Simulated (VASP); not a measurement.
Here is a VASP 6.6.1 calculation.

File INCAR:

```
PREC = Accurate
ENCUT = 600
EDIFF = 1E-6
ISMEAR = -1
SIGMA = 0.1
LREAL = F
LASPH = T
NELM = 100
ALGO = Normal
ISIF = 3
LWAVE = F
LCHARG = F
GGA = PS
IBRION = 2
NSW = 32
EDIFFG = -0.005
PSTRESS = 28.0
```

Contents of KPOINTS:

```
Automatic mesh
0
Gamma
  10 10 10
```

File POSCAR:

```
Ca
1.0
    1.8487386004     -1.0673697286      6.0447054599
    0.0000000000      2.1347394572      6.0447054599
   -1.8487386004     -1.0673697286      6.0447054599
Ca
2
Direct
    0.2500004531      0.2500004531      0.2500004531
   -0.2500004531     -0.2500004531     -0.2500004531
```

Potentials or basis: VASP PAW PBE potentials, release 64 (Ca_sv).

Launch:

```sh
$ cat potpaw_PBE.64/Ca_sv/POTCAR > POTCAR
$ mpirun -np 1 vasp_std > vasp.out
```

(1) What does it give for the band gap on the k mesh?

(2) Estimate the relaxed volume.

(3) Predict the space group after relaxing (to 0.1 Å).

Results:

(1) zero (bands 10 and 11 overlap by 0.07 eV).

(2) 35.82 Å³/atom.

(3) Fm-3m (No. 225).

Caveat: the cell is relaxed towards a set pressure, so the run minimises the enthalpy, not the energy; the PAW data sets were made with another functional, which shifts forces and pressure a little.
